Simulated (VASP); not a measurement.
# InP (base) (F-43m) in VASP: a series of runs

Runs on InP (base). Level: PBEsol. Tasks: single point, relaxation of cell and atoms.

Everything below comes from runs of VASP 6.6.1. Logs are shortened: lines on timing, memory, paths and dates and some standing lists are left out, and cuts for length are marked.

**1. The cell of the first run**

It takes space group F-43m (No. 216, cubic). Conventional cell: a = 5.879 Å, b = 5.879 Å, c = 5.879 Å, α = 90.00°, β = 90.00°, γ = 90.00°. In (site symmetry -43m) has 4 P at 2.55 Å within 3.4 Å. Within 3.4 Å of P (site symmetry -43m) lie 4 In at 2.55 Å.

**2. Single point, PBEsol**

Contents of INCAR:

```
SYSTEM = InP
PREC = Accurate ; ENCUT = 500
EDIFF = 1E-6 ; ISMEAR = 0
SIGMA = 0.02 ; LREAL = .FALSE.
LASPH = .TRUE. ; NELM = 120
ALGO = Normal ; ISIF = 2
LWAVE = .FALSE. ; LCHARG = .FALSE.
GGA = PS ; NBANDS = 16
GGA_COMPAT = .FALSE.
```

Contents of KPOINTS:

```
regular mesh
0
G
  10 10 10
  0 0 0
```

Contents of POSCAR:

```
InP
1.0
    0.0000000000      2.9392576381      2.9392576381
    2.9392576381      0.0000000000      2.9392576381
    2.9392576381      2.9392576381      0.0000000000
In P
1 1
Direct
    0.0000000000      0.0000000000      0.0000000000
    0.7500000000      0.7500000000      0.7500000000
```

Potentials or basis: VASP PAW PBE potentials, release 64 (In_d, P).

Command:

```bash
cat potpaw_PBE.64/In_d/POTCAR potpaw_PBE.64/P/POTCAR > POTCAR
mpirun -np 1 vasp_std > vasp.out
```

OUTCAR:

```text
SYSTEM = InP
   PREC = Accurate
   ENCUT = 500
   EDIFF = 1E-6
   ISMEAR = 0
   LREAL = .FALSE.
   LASPH = .TRUE.
   NELM = 120
   ISIF = 2
   GGA = PS

 ion  position               nearest neighbor table
   1  0.000  0.000  0.000-   2 2.55   2 2.55   2 2.55   2 2.55
   2  0.750  0.750  0.750-   1 2.55   1 2.55   1 2.55   1 2.55

  LATTYP: Found a face centered cubic cell.
 ALAT       =     5.8785152762

  Lattice vectors:

 A1 = (   0.0000000000,   2.9392576381,   2.9392576381)
 A2 = (   2.9392576381,   0.0000000000,   2.9392576381)
 A3 = (   2.9392576381,   2.9392576381,   0.0000000000)

Analysis of symmetry for initial positions (statically):
=====================================================================
 Subroutine PRICEL returns:
 Original cell was already a primitive cell.

 Routine SETGRP: Setting up the symmetry group for a
 face centered cubic supercell.

 Subroutine GETGRP returns: Found 24 space group operations
 (whereof 24 operations were pure point group operations)
 out of a pool of 48 trial point group operations.

The static configuration has the point symmetry T_d .

Analysis of symmetry for dynamics (positions and initial velocities):
=====================================================================
 Subroutine PRICEL returns:
 Original cell was already a primitive cell.

 Routine SETGRP: Setting up the symmetry group for a
 face centered cubic supercell.

 Subroutine GETGRP returns: Found 24 space group operations
 (whereof 24 operations were pure point group operations)
 out of a pool of 48 trial point group operations.

The dynamic configuration has the point symmetry T_d .

 Subroutine INISYM returns: Found 24 space group operations
 (whereof 24 operations are pure point group operations),
 and found     1 'primitive' translations

----------------------------------------------------------------------------------------

                                     Primitive cell

  volume of cell :      50.7859

  direct lattice vectors                    reciprocal lattice vectors
     0.000000000  2.939257638  2.939257638    -0.170110981  0.170110981  0.170110981
     2.939257638  0.000000000  2.939257638     0.170110981 -0.170110981  0.170110981
     2.939257638  2.939257638  0.000000000     0.170110981  0.170110981 -0.170110981

  length of vectors
     4.156738015  4.156738015  4.156738015     0.294640862  0.294640862  0.294640862

  position of ions in fractional coordinates (direct lattice)
     0.000000000  0.000000000  0.000000000
     0.750000000  0.750000000  0.750000000

  ion indices of the primitive-cell ions
   primitive index   ion index
                 1           1
                 2           2

----------------------------------------------------------------------------------------

 KPOINTS: regular mesh

Automatic generation of k-mesh.
 Grid dimensions read from file:
 generate k-points for:   10   10   10

 Generating k-lattice:

  Cartesian coordinates                     Fractional coordinates (reciprocal lattice)
    -0.017011098  0.017011098  0.017011098     0.100000000  0.000000000  0.000000000
     0.017011098 -0.017011098  0.017011098     0.000000000  0.100000000  0.000000000
     0.017011098  0.017011098 -0.017011098     0.000000000  0.000000000  0.100000000

  Length of vectors
     0.029464086  0.029464086  0.029464086

  Shift w.r.t. Gamma in fractional coordinates (k-lattice)
     0.000000000  0.000000000  0.000000000

 Subroutine IBZKPT returns following result:
 ===========================================

 Found     47 irreducible k-points:

 Following reciprocal coordinates:
            Coordinates               Weight
  0.000000  0.000000  0.000000      1.000000
  0.100000  0.000000  0.000000      8.000000
  0.200000  0.000000  0.000000      8.000000
  0.300000  0.000000  0.000000      8.000000
  0.400000  0.000000  0.000000      8.000000
  0.500000  0.000000  0.000000      4.000000
[... 16 lines left out ...]
  0.300000  0.300000  0.000000      6.000000
  0.400000  0.300000  0.000000     24.000000
 [... further k-points ...]
   k-points           NKPTS =     47   k-points in BZ     NKDIM =     47   number of bands    NBANDS=     16
   number of dos      NEDOS =    301   number of ions     NIONS =      2
   total plane-waves  NPLWV =  27000
   dimension x,y,z NGX =    30 NGY =   30 NGZ =   30
   dimension x,y,z NGXF=    60 NGYF=   60 NGZF=   60
   ions per type =               1   1
   NGX,Y,Z   is equivalent  to a cutoff of  12.00, 12.00, 12.00 a.u.
   NGXF,Y,Z  is equivalent  to a cutoff of  24.00, 24.00, 24.00 a.u.
 SYSTEM =  InP
   PREC   = accura    normal or accurate (medium, high low for compatibility)
   ISTART =      0    job   : 0-new  1-cont  2-samecut
   ICHARG =      2    charge: 1-file 2-atom 10-const
   ISPIN  =      1    spin polarized calculation?
   LNONCOLLINEAR =      F non collinear calculations
   LSORBIT =      F    spin-orbit coupling
   LASPH  =      T    aspherical Exc in radial PAW
   ENCUT  =  500.0 eV  36.75 Ry    6.06 a.u.   7.58  7.58  7.58*2*pi/ulx,y,z
   NELM   =    120;   NELMIN=  2; NELMDL= -5     # of ELM steps
   EDIFF  = 0.1E-05   stopping-criterion for ELM
   LREAL  =      F    real-space projection
   EDIFFG = 0.1E-04   stopping-criterion for IOM
   NSW    =      0    number of steps for IOM
   IBRION =     -1    ionic relax: 0-MD 1-quasi-New 2-CG
   NFREE  =      0    steps in history (QN), initial steepest desc. (CG)
   ISIF   =      2    stress and relaxation
   ISYM   =      2    0-nonsym 1-usesym 2-fastsym
   POTIM  = 0.5000    time-step for ionic-motion
   TEBEG  =    0.0;   TEEND  =   0.0 temperature during run
   PSTRESS=    0.0 pullay stress
   NELECT =      18.0000    total number of electrons
   NUPDOWN=      -1.0000    fix difference up-down
   EMIN   =  10.00;   EMAX   =-10.00  energy-range for DOS
   EFERMI =   0.00;   METHOD = LEGACY
   ISMEAR =     0;   SIGMA  =   0.02  broadening in eV -4-tet -1-fermi 0-gaus
   EFERMI_NEDOS =   21; number of points for ismear=-14 and -15
   IALGO  =     38    algorithm
   IMIX   =      4    mixing-type and parameters
     AMIX     =   0.40;   BMIX     =  1.00
     AMIX_MAG =   1.60;   BMIX_MAG =  1.00
  volume/ion in A,a.u.               =      25.39       171.36
  Fermi-wavevector in a.u.,A,eV,Ry     =   1.158559  2.189358 18.262530  1.342258
  Thomas-Fermi vector in A             =   2.295160
   LORBIT       =      0    0 simple, 1 ext, 2 COOP (PROOUT), +10 PAW based schemes
   GGA     = PS    functional components
   LHFCALC =     F    Hartree Fock is set to
   AEXX    =    0.0000 exact exchange contribution
   IVDW    =     0    specifies the selected vdW correction
   LEPSILON=     F    determine dielectric tensor
   LRPA    =     F    only Hartree local field effects (RPA)
 non-spin polarized calculation
 Gauss-broadening in eV      SIGMA  =   0.02
  energy-cutoff  :      500.00
  volume of cell :       50.79
 maximum number of plane-waves:      1308
   NGX = 15   NGY = 15   NGZ = 15

 number of electron      18.0000005 magnetization

 Free energy of the ion-electron system (eV)
  ---------------------------------------------------
  ext. energy  EPLUGINS =         0.00000000
  ---------------------------------------------------
  free energy    TOTEN  =        -9.15667605 eV

  energy without entropy =       -9.15667605  energy(sigma->0) =       -9.15667605

 E-fermi :   5.0982     XC(G=0):  -9.4401

 val. band max:        4.9929805465   @ k =   0.0000   0.0000   0.0000
 cond. band min:       5.5601999477   @ k =   0.0000   0.0000   0.0000
 fundamental gap:      0.5672194011
 Fermi energy:         5.0982172753

 k-point     1 :       0.0000    0.0000    0.0000
  band No.  band energies     occupation
      1      -9.1368      2.00000
      2      -9.1368      2.00000
      3      -9.1368      2.00000
      4      -8.9866      2.00000
      5      -8.9866      2.00000
      6      -6.4935      2.00000
[... 8 lines left out ...]
     15      14.4090      0.00000
     16      14.4090      0.00000

 k-point     2 :       0.1000    0.0000    0.0000
  band No.  band energies     occupation
      1      -9.1492      2.00000
      2      -9.1320      2.00000
      3      -9.1320      2.00000
      4      -8.9867      2.00000
      5      -8.9867      2.00000
      6      -6.3792      2.00000
[... 8 lines left out ...]
     15      13.8944      0.00000
     16      13.8944      0.00000

 k-point     3 :       0.2000    0.0000    0.0000
  band No.  band energies     occupation
      1      -9.1801      2.00000
      2      -9.1203      2.00000
      3      -9.1203      2.00000
      4      -8.9857      2.00000
      5      -8.9857      2.00000
      6      -6.0504      2.00000
[... 8 lines left out ...]
     15      13.4653      0.00000
     16      14.1534      0.00000

 k-point     4 :       0.3000    0.0000    0.0000
  band No.  band energies     occupation
      1      -9.2163      2.00000
      2      -9.1082      2.00000
      3      -9.1082      2.00000
      4      -8.9818      2.00000
      5      -8.9818      2.00000
      6      -5.5579      2.00000
[... 8 lines left out ...]
     15      13.7541      0.00000
     16      13.7541      0.00000

 k-point     5 :       0.4000    0.0000    0.0000
  band No.  band energies     occupation
      1      -9.2442      2.00000
      2      -9.1008      2.00000
      3      -9.1008      2.00000
      4      -8.9762      2.00000
      5      -8.9762      2.00000
      6      -5.0318      2.00000
[... 8 lines left out ...]
     15      14.7227      0.00000
     16      14.7227      0.00000

 k-point     6 :       0.5000    0.0000    0.0000
  band No.  band energies     occupation
      1      -9.2546      2.00000
      2      -9.0986      2.00000
      3      -9.0986      2.00000
      4      -8.9734      2.00000
      5      -8.9734      2.00000
      6      -4.7729      2.00000
[... 8 lines left out ...]
     15      15.5818      0.00000
     16      15.5818      0.00000

 k-point     7 :       0.1000    0.1000    0.0000
  band No.  band energies     occupation
      1      -9.1584      2.00000
      2      -9.1275      2.00000
      3      -9.1275      2.00000
      4      -8.9905      2.00000
      5      -8.9834      2.00000
      6      -6.3413      2.00000
[... 8 lines left out ...]
     15      14.1302      0.00000
     16      14.5009      0.00000

 k-point     8 :       0.2000    0.1000    0.0000
  band No.  band energies     occupation
      1      -9.1840      2.00000
      2      -9.1176      2.00000
      3      -9.1155      2.00000
      4      -8.9937      2.00000
      5      -8.9801      2.00000
      6      -6.0843      2.00000
[... 8 lines left out ...]
     15      14.2772      0.00000
     16      14.9107      0.00000

 k-point     9 :       0.3000    0.1000    0.0000
  band No.  band energies     occupation
      1      -9.2153      2.00000
      2      -9.1074      2.00000
      3      -9.1026      2.00000
      4      -8.9933      2.00000
      5      -8.9760      2.00000
      6      -5.6438      2.00000
[... 8 lines left out ...]
     15      14.3686      0.00000
     16      14.6295      0.00000
[... 172 lines left out ...]
 k-point    19 :       0.5000    0.2000    0.0000
  band No.  band energies     occupation
      1      -9.2674      2.00000
      2      -9.0856      2.00000
      3      -9.0740      2.00000
      4      -8.9971      2.00000
      5      -8.9686      2.00000
      6      -4.6050      2.00000
[... 8 lines left out ...]
     15      15.6659      0.00000
     16      16.2282      0.00000

 k-point    20 :      -0.4000    0.2000    0.0000
  band No.  band energies     occupation
      1      -9.2643      2.00000
      2      -9.0886      2.00000
      3      -9.0767      2.00000
      4      -8.9876      2.00000
      5      -8.9766      2.00000
      6      -4.5303      2.00000
[... 8 lines left out ...]
     15      14.3998      0.00000
     16      15.9946      0.00000

 k-point    21 :      -0.3000    0.2000    0.0000
  band No.  band energies     occupation
      1      -9.2495      2.00000
      2      -9.0926      2.00000
      3      -9.0857      2.00000
      4      -8.9864      2.00000
      5      -8.9809      2.00000
      6      -4.8921      2.00000
[... 8 lines left out ...]
     15      15.1257      0.00000
     16      16.3176      0.00000

 k-point    22 :      -0.2000    0.2000    0.0000
  band No.  band energies     occupation
      1      -9.2265      2.00000
      2      -9.1001      2.00000
      3      -9.0987      2.00000
      4      -8.9915      2.00000
      5      -8.9785      2.00000
      6      -5.3913      2.00000
[... 8 lines left out ...]
     15      15.1438      0.00000
     16      16.1526      0.00000

 k-point    23 :       0.3000    0.3000    0.0000
  band No.  band energies     occupation
      1      -9.2647      2.00000
      2      -9.0705      2.00000
      3      -9.0705      2.00000
      4      -9.0181      2.00000
      5      -8.9640      2.00000
      6      -5.2465      2.00000
[... 8 lines left out ...]
     15      15.1603      0.00000
     16      17.6976      0.00000

 k-point    24 :       0.4000    0.3000    0.0000
  band No.  band energies     occupation
      1      -9.2840      2.00000
      2      -9.0615      2.00000
      3      -9.0582      2.00000
      4      -9.0216      2.00000
      5      -8.9604      2.00000
      6      -4.8279      2.00000
[... 8 lines left out ...]
     15      15.5810      0.00000
     16      17.5786      0.00000

 [... further k-points ...]
[... 5 lines left out ...]
  --------------------------------------------------------------------------------------
  -------------------------------------------------------------------------------------
  Total       -0.0059460     -0.0059460     -0.0059460      0.0000000      0.0000000     -0.0000000
  in kB       -0.1875817     -0.1875817     -0.1875817      0.0000000      0.0000000     -0.0000000
  external PRESSURE =      -0.1875817 kB  Pullay stress =       0.0000000 kB

 VOLUME and BASIS-vectors are now :
 -----------------------------------------------------------------------------
  energy-cutoff  :      500.00
  volume of cell :       50.79
      direct lattice vectors                 reciprocal lattice vectors
     0.000000000  2.939257638  2.939257638    -0.170110981  0.170110981  0.170110981
     2.939257638  0.000000000  2.939257638     0.170110981 -0.170110981  0.170110981
     2.939257638  2.939257638  0.000000000     0.170110981  0.170110981 -0.170110981

 POSITION                                       TOTAL-FORCE (eV/Angst)
 -----------------------------------------------------------------------------------
      0.00000      0.00000      0.00000        -0.000000     -0.000000     -0.000000
      4.40889      4.40889      4.40889         0.000000      0.000000      0.000000
 -----------------------------------------------------------------------------------
    total drift:                               -0.000000     -0.000000      0.000000

  FREE ENERGIE OF THE ION-ELECTRON SYSTEM (eV)
  ---------------------------------------------------
  free  energy   TOTEN  =        -9.1566760513 eV

  energy  without entropy=       -9.1566760513  energy(sigma->0) =       -9.15667605
```

Run time: 21 s. Hardware: 1 thread of Intel Xeon Platinum 8488C (Sapphire Rapids), shared host; peak memory 0.18 GiB.

Results:

| Quantity | Value |
| --- | --- |
| Free energy | -9.1567 eV |
| Pressure | 0.0 GPa |
| Band gap on the k mesh | 0.57 eV, direct |

Caveat: the PAW data sets were made with another functional, which shifts forces and pressure a little; spin-orbit coupling is left out, which moves the levels of the heavy elements.

(Part 1 of 2 ends here.)
